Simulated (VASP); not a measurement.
Wanted: the native input for a VASP 6.6.1 run.

```yaml
Task: single point
Functional: PBE
Potentials_or_basis: VASP PAW PBE potentials, release 64 (B, N)
Cutoff: 520 eV
k_mesh: 4 × 4 × 2, shifted
Occupations: fermi-dirac, width 0.01 eV
Spin: no spin polarisation
Dipole_correction: no
Further_INCAR_settings: ALGO = Normal; EDIFF = 1e-06; NBANDS = 16; ISYM = 0
```

The structure of BN (BN (P6_3/mmc)) lies in POSCAR:

```
BN
1.0
    2.4883437625     -0.0000000007      0.0000000000
   -1.2441718806      2.1549689104      0.0000000000
    0.0000000000      0.0000000000      6.4954828750
B N
2 2
Direct
    0.3333333333      0.6666666667      0.2500000000
    0.6666666667      0.3333333333      0.7500000000
    0.3333333333      0.6666666667      0.7500000000
    0.6666666667      0.3333333333      0.2500000000
```

These files were run (other wordings do the same):

INCAR

```
PREC = Accurate ; ENCUT = 520
EDIFF = 1E-6 ; ISMEAR = -1
SIGMA = 0.01 ; LREAL = F
LASPH = T ; NELM = 80
ALGO = Normal ; ISIF = 2
LWAVE = F ; LCHARG = T
GGA = PE ; LELF = T
LVHAR = T ; ISYM = 0
NBANDS = 16
```

KPOINTS

```
Automatic mesh
0
Gamma
  4 4 2
  0.25 0.25 0.25
```

Potentials or basis: VASP PAW PBE potentials, release 64 (B, N).

The run is started by

```bash
$ cat potpaw_PBE.64/B/POTCAR potpaw_PBE.64/N/POTCAR > POTCAR
$ mpirun -np 1 vasp_std > vasp.out
```

It gave:

The pressure is 8.6 GPa and the band gap on the k mesh is 4.41 eV, indirect (least direct gap 4.71 eV).

Caveat: the k points lie up to 0.73 Å⁻¹ apart; this functional lacks dispersion, which binds the layers, so the pressure and a relaxed spacing across them are unreliable.

It took 56 s on 1 thread of Intel(R) Xeon(R) Platinum 8488C (Sapphire Rapids), with other jobs on the host, peak memory 0.21 GiB.
